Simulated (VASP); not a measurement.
# Zr3Ag (Pm-3m) in VASP: a series of runs, part 2 of 2

VASP 6.6.1.

## (4) Single point, LDA

INCAR

```
SYSTEM = Zr3Ag
  PREC = Accurate
  ENCUT = 500
  EDIFF = 1E-6
  ISMEAR = 0
  SIGMA = 0.05
  LREAL = .False.
  LASPH = .True.
  NELM = 120
  ALGO = Normal
  ISIF = 2
  LWAVE = .False.
  LCHARG = .False.
  GGA = CA
  NBANDS = 32
  GGA_COMPAT = .False.
```

KPOINTS

```
Automatic mesh
0
Gamma
  8 8 8
  0 0 0
```

POSCAR

```
Zr3Ag
1.0
    4.4164950000      0.0000000000      0.0000000000
    0.0000000000      4.4164950000      0.0000000000
    0.0000000000      0.0000000000      4.4164950000
Zr Ag
3 1
Direct
    0.5000000000      0.5000000000      0.0000000000
    0.0000000000      0.5000000000      0.5000000000
    0.5000000000      0.0000000000      0.5000000000
    0.0000000000      0.0000000000      0.0000000000
```

Launch:

```sh
> cat potpaw_LDA.64/Zr_sv/POTCAR potpaw_LDA.64/Ag/POTCAR > POTCAR
> mpirun -np 1 vasp_std > vasp.out
```

Run time: 97 s. Hardware: 1 thread of Intel Xeon 8259CL, shared host; peak memory 0.21 GiB.

The run converged. Its results:

```yaml
Free_energy: -31.5800 eV
Pressure: -7.8 GPa
```

Levels at points of the mesh, in eV from the Fermi level:
```
           k point  band 21  band 22  band 23  band 24  band 25  band 26  band 27  band 28
(0.00, 0.00, 0.00)    -0.88    -0.88    -0.40    -0.40     2.72     2.72     2.72     3.16
(0.50, 0.00, 0.00)    -0.93    -0.65    -0.65     0.89     1.08     1.08     1.37     1.97
(0.50, 0.50, 0.00)    -0.92    -0.84    -0.24    -0.20    -0.20     1.30     1.30     2.21
(0.50, 0.50, 0.50)    -1.45     0.73     0.73     0.73     0.88     0.88     0.88     1.72
```

## (5) Single point, LDA

INCAR

```
PREC = Accurate ; ENCUT = 500
EDIFF = 1E-6 ; ISMEAR = 0
SIGMA = 0.05 ; LREAL = False
LASPH = True ; NELM = 120
ALGO = Normal ; ISIF = 2
LWAVE = False ; LCHARG = False
GGA = CA ; NBANDS = 32
NELECT = 46.8 ; GGA_COMPAT = False
```

KPOINTS

```
regular mesh
0
Gamma
  8 8 8
```

POSCAR is that of step 4.

Potentials or basis: VASP PAW LDA potentials, release 64 (Zr_sv, Ag).

Launch:

```sh
> cat potpaw_LDA.64/Zr_sv/POTCAR potpaw_LDA.64/Ag/POTCAR > POTCAR
> mpirun -np 1 vasp_std > vasp.out
```

OUTCAR:

```text
PREC = Accurate
   ENCUT = 500
   EDIFF = 1E-6
   ISMEAR = 0
   LREAL = False
   LASPH = True
   NELM = 120
   ISIF = 2
   GGA = CA
   NELECT = 46.8

 ion  position               nearest neighbor table
   1  0.500  0.500  0.000-   2 3.12   3 3.12   4 3.12   2 3.12   3 3.12   3 3.12   4 3.12   3 3.12
                             2 3.12   4 3.12   2 3.12   4 3.12
   2  0.000  0.500  0.500-   1 3.12   3 3.12   4 3.12   1 3.12   4 3.12   3 3.12   4 3.12   4 3.12
                             1 3.12   3 3.12   1 3.12   3 3.12
   3  0.500  0.000  0.500-   1 3.12   2 3.12   4 3.12   1 3.12   4 3.12   1 3.12   2 3.12   1 3.12
                             2 3.12   4 3.12   4 3.12   2 3.12
   4  0.000  0.000  0.000-   1 3.12   2 3.12   3 3.12   2 3.12   3 3.12   1 3.12   2 3.12   2 3.12
                             1 3.12   3 3.12   3 3.12   1 3.12

  LATTYP: Found a simple cubic cell.
 ALAT       =     4.4164950000

  Lattice vectors:

 A1 = (   4.4164950000,   0.0000000000,   0.0000000000)
 A2 = (   0.0000000000,   4.4164950000,   0.0000000000)
 A3 = (   0.0000000000,   0.0000000000,   4.4164950000)

Analysis of symmetry for initial positions (statically):
=====================================================================
 Subroutine PRICEL returns:
 Original cell was already a primitive cell.

 Routine SETGRP: Setting up the symmetry group for a
 simple cubic supercell.

 Subroutine GETGRP returns: Found 48 space group operations
 (whereof 48 operations were pure point group operations)
 out of a pool of 48 trial point group operations.

The static configuration has the point symmetry O_h .

Analysis of symmetry for dynamics (positions and initial velocities):
=====================================================================
 Subroutine PRICEL returns:
 Original cell was already a primitive cell.

 Routine SETGRP: Setting up the symmetry group for a
 simple cubic supercell.

 Subroutine GETGRP returns: Found 48 space group operations
 (whereof 48 operations were pure point group operations)
 out of a pool of 48 trial point group operations.

The dynamic configuration has the point symmetry O_h .

 Subroutine INISYM returns: Found 48 space group operations
 (whereof 48 operations are pure point group operations),
 and found     1 'primitive' translations

----------------------------------------------------------------------------------------

                                     Primitive cell

  volume of cell :      86.1456

  direct lattice vectors                    reciprocal lattice vectors
     4.416495000  0.000000000  0.000000000     0.226423895  0.000000000  0.000000000
     0.000000000  4.416495000  0.000000000     0.000000000  0.226423895  0.000000000
     0.000000000  0.000000000  4.416495000     0.000000000  0.000000000  0.226423895

  length of vectors
     4.416495000  4.416495000  4.416495000     0.226423895  0.226423895  0.226423895

  position of ions in fractional coordinates (direct lattice)
     0.500000000  0.500000000  0.000000000
     0.000000000  0.500000000  0.500000000
     0.500000000  0.000000000  0.500000000
     0.000000000  0.000000000  0.000000000

  ion indices of the primitive-cell ions
   primitive index   ion index
                 1           1
                 2           2
                 3           3
                 4           4

----------------------------------------------------------------------------------------

 KPOINTS: regular mesh

Automatic generation of k-mesh.
 Grid dimensions read from file:
 generate k-points for:    8    8    8

 Generating k-lattice:

  Cartesian coordinates                     Fractional coordinates (reciprocal lattice)
     0.028302987  0.000000000  0.000000000     0.125000000  0.000000000  0.000000000
     0.000000000  0.028302987  0.000000000     0.000000000  0.125000000  0.000000000
     0.000000000  0.000000000  0.028302987     0.000000000  0.000000000  0.125000000

  Length of vectors
     0.028302987  0.028302987  0.028302987

  Shift w.r.t. Gamma in fractional coordinates (k-lattice)
     0.000000000  0.000000000  0.000000000

 Subroutine IBZKPT returns following result:
 ===========================================

 Found     35 irreducible k-points:

 Following reciprocal coordinates:
            Coordinates               Weight
  0.000000  0.000000  0.000000      1.000000
  0.125000  0.000000  0.000000      6.000000
  0.250000  0.000000  0.000000      6.000000
  0.375000  0.000000  0.000000      6.000000
  0.500000  0.000000  0.000000      3.000000
  0.125000  0.125000  0.000000     12.000000
[... 16 lines left out ...]
  0.375000  0.375000  0.125000     24.000000
  0.500000  0.375000  0.125000     24.000000
 [... further k-points ...]
   k-points           NKPTS =     35   k-points in BZ     NKDIM =     35   number of bands    NBANDS=     32
   number of dos      NEDOS =    301   number of ions     NIONS =      4
   total plane-waves  NPLWV =  32768
   dimension x,y,z NGX =    32 NGY =   32 NGZ =   32
   dimension x,y,z NGXF=    64 NGYF=   64 NGZF=   64
   ions per type =               3   1
   NGX,Y,Z   is equivalent  to a cutoff of  12.05, 12.05, 12.05 a.u.
   NGXF,Y,Z  is equivalent  to a cutoff of  24.09, 24.09, 24.09 a.u.
 SYSTEM =  unknown system
   PREC   = accura    normal or accurate (medium, high low for compatibility)
   ISTART =      0    job   : 0-new  1-cont  2-samecut
   ICHARG =      2    charge: 1-file 2-atom 10-const
   ISPIN  =      1    spin polarized calculation?
   LNONCOLLINEAR =      F non collinear calculations
   LSORBIT =      F    spin-orbit coupling
   LASPH  =      T    aspherical Exc in radial PAW
   ENCUT  =  500.0 eV  36.75 Ry    6.06 a.u.   8.05  8.05  8.05*2*pi/ulx,y,z
   NELM   =    120;   NELMIN=  2; NELMDL= -5     # of ELM steps
   EDIFF  = 0.1E-05   stopping-criterion for ELM
   LREAL  =      F    real-space projection
   EDIFFG = 0.1E-04   stopping-criterion for IOM
   NSW    =      0    number of steps for IOM
   IBRION =     -1    ionic relax: 0-MD 1-quasi-New 2-CG
   NFREE  =      0    steps in history (QN), initial steepest desc. (CG)
   ISIF   =      2    stress and relaxation
   ISYM   =      2    0-nonsym 1-usesym 2-fastsym
   POTIM  = 0.5000    time-step for ionic-motion
   TEBEG  =    0.0;   TEEND  =   0.0 temperature during run
   PSTRESS=    0.0 pullay stress
   NELECT =      46.8000    total number of electrons
   NUPDOWN=      -1.0000    fix difference up-down
   EMIN   =  10.00;   EMAX   =-10.00  energy-range for DOS
   EFERMI =   0.00;   METHOD = LEGACY
   ISMEAR =     0;   SIGMA  =   0.05  broadening in eV -4-tet -1-fermi 0-gaus
   EFERMI_NEDOS =   21; number of points for ismear=-14 and -15
   IALGO  =     38    algorithm
   IMIX   =      4    mixing-type and parameters
     AMIX     =   0.40;   BMIX     =  1.00
     AMIX_MAG =   1.60;   BMIX_MAG =  1.00
  volume/ion in A,a.u.               =      21.54       145.33
  Fermi-wavevector in a.u.,A,eV,Ry     =   1.335813  2.524321 24.278191  1.784397
  Thomas-Fermi vector in A             =   2.464488
   LORBIT       =      0    0 simple, 1 ext, 2 COOP (PROOUT), +10 PAW based schemes
   GGA     = CA    functional components
   LHFCALC =     F    Hartree Fock is set to
   AEXX    =    0.0000 exact exchange contribution
   IVDW    =     0    specifies the selected vdW correction
   LEPSILON=     F    determine dielectric tensor
   LRPA    =     F    only Hartree local field effects (RPA)
 non-spin polarized calculation
 Gauss-broadening in eV      SIGMA  =   0.05
  energy-cutoff  :      500.00
  volume of cell :       86.15
 maximum number of plane-waves:      2272
   NGX = 17   NGY = 17   NGZ = 17

 number of electron      46.8000012 magnetization

 Free energy of the ion-electron system (eV)
  ---------------------------------------------------
  ext. energy  EPLUGINS =         0.00000000
  ---------------------------------------------------
  free energy    TOTEN  =       -33.29400206 eV

  energy without entropy =      -33.28238178  energy(sigma->0) =      -33.28819192

 E-fermi :   8.5684     XC(G=0): -11.5558

 val. band max:        8.5640668961   @ k =   0.5000   0.5000   0.2500
 cond. band min:       8.5762778618   @ k =   0.5000   0.2500   0.2500
 fundamental gap:      0.0122109657
 Fermi energy:         8.5683594056

 k-point     1 :       0.0000    0.0000    0.0000
  band No.  band energies     occupation
      1     -39.7830      2.00000
      2     -39.5896      2.00000
      3     -39.5896      2.00000
      4     -18.2814      2.00000
      5     -18.2814      2.00000
      6     -18.2814      2.00000
[... 829 lines left out ...]
     31      11.9080      0.00000
     32      12.1657      0.00000

 [... further k-points ...]
[... 5 lines left out ...]
  --------------------------------------------------------------------------------------
  -------------------------------------------------------------------------------------
  Total       -6.5116258     -6.5116258     -6.5116258      0.0000000      0.0000000     -0.0000000
  in kB     -121.1063150   -121.1063150   -121.1063150      0.0000000      0.0000000     -0.0000000
  external PRESSURE =    -121.1063150 kB  Pullay stress =       0.0000000 kB

 VOLUME and BASIS-vectors are now :
 -----------------------------------------------------------------------------
  energy-cutoff  :      500.00
  volume of cell :       86.15
      direct lattice vectors                 reciprocal lattice vectors
     4.416495000  0.000000000  0.000000000     0.226423895  0.000000000  0.000000000
     0.000000000  4.416495000  0.000000000     0.000000000  0.226423895  0.000000000
     0.000000000  0.000000000  4.416495000     0.000000000  0.000000000  0.226423895

 POSITION                                       TOTAL-FORCE (eV/Angst)
 -----------------------------------------------------------------------------------
      2.20825      2.20825      0.00000         0.000000      0.000000      0.000000
      0.00000      2.20825      2.20825         0.000000      0.000000      0.000000
      2.20825      0.00000      2.20825         0.000000      0.000000      0.000000
      0.00000      0.00000      0.00000         0.000000      0.000000      0.000000
 -----------------------------------------------------------------------------------
    total drift:                                0.000000     -0.000000     -0.000000

  FREE ENERGIE OF THE ION-ELECTRON SYSTEM (eV)
  ---------------------------------------------------
  free  energy   TOTEN  =       -33.2940020562 eV

  energy  without entropy=      -33.2823817847  energy(sigma->0) =      -33.28819192
```

OSZICAR:

```text
N       E                     dE             d eps       ncg     rms          rms(c)
DAV:   1     0.434124773546E+03    0.43412E+03   -0.23705E+04  2280   0.139E+03
DAV:   2    -0.263029946192E+01   -0.43676E+03   -0.42227E+03  2552   0.415E+02
DAV:   3    -0.336824514326E+02   -0.31052E+02   -0.30060E+02  3920   0.830E+01
DAV:   4    -0.353046652307E+02   -0.16222E+01   -0.16128E+01  2960   0.188E+01
DAV:   5    -0.353671072381E+02   -0.62442E-01   -0.62409E-01  3336   0.311E+00    0.189E+01
DAV:   6    -0.336619154421E+02    0.17052E+01   -0.70737E+00  2440   0.185E+01    0.874E+00
DAV:   7    -0.333419184276E+02    0.32000E+00   -0.17140E+00  2904   0.800E+00    0.300E+00
DAV:   8    -0.332948336553E+02    0.47085E-01   -0.20901E-01  2944   0.260E+00    0.101E+00
DAV:   9    -0.332941938597E+02    0.63980E-03   -0.20753E-02  2928   0.989E-01    0.414E-01
DAV:  10    -0.332939882622E+02    0.20560E-03   -0.49913E-03  2928   0.525E-01    0.647E-02
DAV:  11    -0.332939980816E+02   -0.98194E-05   -0.29344E-04  3096   0.897E-02    0.256E-02
DAV:  12    -0.332940027180E+02   -0.46365E-05   -0.20500E-05  2984   0.259E-02    0.892E-03
DAV:  13    -0.332940020562E+02    0.66180E-06   -0.32778E-06  2376   0.129E-02
   1 F= -.33294002E+02 E0= -.33288192E+02  d E =-.116203E-01
```

It took 97 s on 1 thread of Intel Xeon 8259CL, shared host; peak memory 0.21 GiB.

Results:

```yaml
Free_energy: -33.2940 eV
```

Levels at points of the mesh, in eV from the Fermi level:
| k point | band 21 | band 22 | band 23 | band 24 | band 25 | band 26 |
| --- | --- | --- | --- | --- | --- | --- |
| (0.00, 0.00, 0.00) | -0.87 | -0.87 | -0.38 | -0.38 | 2.75 | 2.75 |
| (0.50, 0.00, 0.00) | -0.91 | -0.63 | -0.63 | 0.91 | 1.09 | 1.09 |
| (0.50, 0.50, 0.00) | -0.90 | -0.82 | -0.22 | -0.18 | -0.18 | 1.31 |
| (0.50, 0.50, 0.50) | -1.43 | 0.77 | 0.77 | 0.77 | 0.89 | 0.89 |

Caveat: the cell carries a net charge on a neutralising background, which shifts energy and pressure; the cell is charged against a uniform background, so pressure and absolute levels hang on convention.

## (6) Single point, LDA

INCAR

```
ALGO     = Normal         # electronic algorithm
EDIFF    = 1E-6           # SCF threshold, eV
ENCUT    = 500            # plane-wave cutoff, eV
GGA_COMPAT= F            
ISIF     = 2              # what is computed and relaxed
ISMEAR   = 0              # smearing method
LASPH    = T              # aspherical terms in the spheres
LCHARG   = T              # write CHGCAR
LELF     = T              # ELF
LREAL    = F              # projectors in reciprocal space
LVHAR    = T            
LWAVE    = F              # write WAVECAR
NBANDS   = 32             # bands
NELECT   = 47.2         
NELM     = 120            # most SCF steps
PREC     = Accurate       # precision mode
SIGMA    = 0.05           # smearing width, eV
```

KPOINTS

```
k-points
0
Gamma
  8 8 8
```

POSCAR is that of step 5.

Potentials or basis: VASP PAW LDA potentials, release 64 (Zr_sv, Ag).

Launch:

```sh
> cat potpaw_LDA.64/Zr_sv/POTCAR potpaw_LDA.64/Ag/POTCAR > POTCAR
> mpirun -np 1 vasp_std > vasp.out
```

It took 1.9 min on 1 thread of Intel Xeon 8259CL, shared host; peak memory 0.21 GiB.

Results (log left out):

```
Free energy : -29.8656 eV
```

Levels at points of the mesh, in eV from the Fermi level:
```
           k point  band 22  band 23  band 24  band 25  band 26  band 27
(0.00, 0.00, 0.00)    -0.90    -0.42    -0.42     2.68     2.68     2.68
(0.50, 0.00, 0.00)    -0.67    -0.67     0.87     1.07     1.07     1.36
(0.50, 0.50, 0.00)    -0.87    -0.25    -0.22    -0.22     1.29     1.29
(0.50, 0.50, 0.50)     0.69     0.69     0.69     0.87     0.87     0.87
```

Caveat: the cell carries a net charge on a neutralising background, which shifts energy and pressure; the cell is charged against a uniform background, so pressure and absolute levels hang on convention.
